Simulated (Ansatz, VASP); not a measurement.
# ZnSe: VASP beside Ansatz

Contents of INCAR:

```
  PREC = Accurate
  ENCUT = 520
  EDIFF = 1E-6
  ISMEAR = 0
  SIGMA = 0.05
  LREAL = F
  LASPH = T
  NELM = 100
  ALGO = Normal
  ISIF = 2
  LWAVE = F
  LCHARG = F
  GGA = CA
  NBANDS = 16
```

The input KPOINTS:

```
regular mesh
0
Gamma
  10 10 10
```

Contents of POSCAR:

```
ZnSe
1.0
    0.0000000000      2.9136670334      2.6805736707
    2.9136670334      0.0000000000      2.6805736707
    2.9136670334      2.9136670334      0.0000000000
Zn Se
1 1
Direct
    0.0000000000      0.0000000000      0.0000000000
    0.7500000000      0.7500000000      0.7500000000
```

Input for Ansatz:

```yaml
crystal:
  lattice:
    - [0.0, 2.9136670334, 2.6805736707]
    - [2.9136670334, 0.0, 2.6805736707]
    - [2.9136670334, 2.9136670334, 0.0]
  atoms:
    - { symbol: Zn, position: [0.0, 0.0, 0.0] }
    - { symbol: Se, position: [0.75, 0.75, 0.75] }
basis:
  ecutwfc: 420
kpoints:
  mp_grid: { grid: [10, 10, 10] }
hamiltonian:
  xc: lda
scf:
  occupations: { method: gaussian, width: 0.05 }
output:
  forces: true
  stress: true
  eigenvalues: true
```

Alike in both runs: task single point; functional LDA; k mesh 10 × 10 × 10; occupations gaussian, width 0.05 eV; no spin polarisation.

|  | VASP | Ansatz |
| --- | --- | --- |
| version | VASP 6.6.1 | Ansatz 0.2.0 |
| potentials or method | VASP PAW LDA potentials, release 64 (Zn, Se), cutoff 520 eV | scalar-relativistic, plane waves, PAW |
| valence electrons in the cell | 18 | 28 |

VASP gave:

| Quantity | Value |
| --- | --- |
| gap on the k mesh at the Fermi level (eV) | 0.87 |
| least direct gap on the mesh (eV) | 0.87 |
| pressure (GPa) | -3.2 |
| traceless stress, the component that is largest in VASP (GPa) | 1.90 |

Question: Estimate Ansatz's values.

Answer: gap on the k mesh at the Fermi level (eV): 0.84; least direct gap on the mesh (eV): 0.84; pressure (GPa): -3.5; traceless stress, the component that is largest in VASP (GPa): 1.92.

LDA's correlation is that of Perdew and Zunger in VASP and of Perdew and Wang (1992) in Ansatz. VASP's potentials hold 18 valence electrons a cell and Ansatz's 28, so a difference there can come from the potentials and not from the codes.
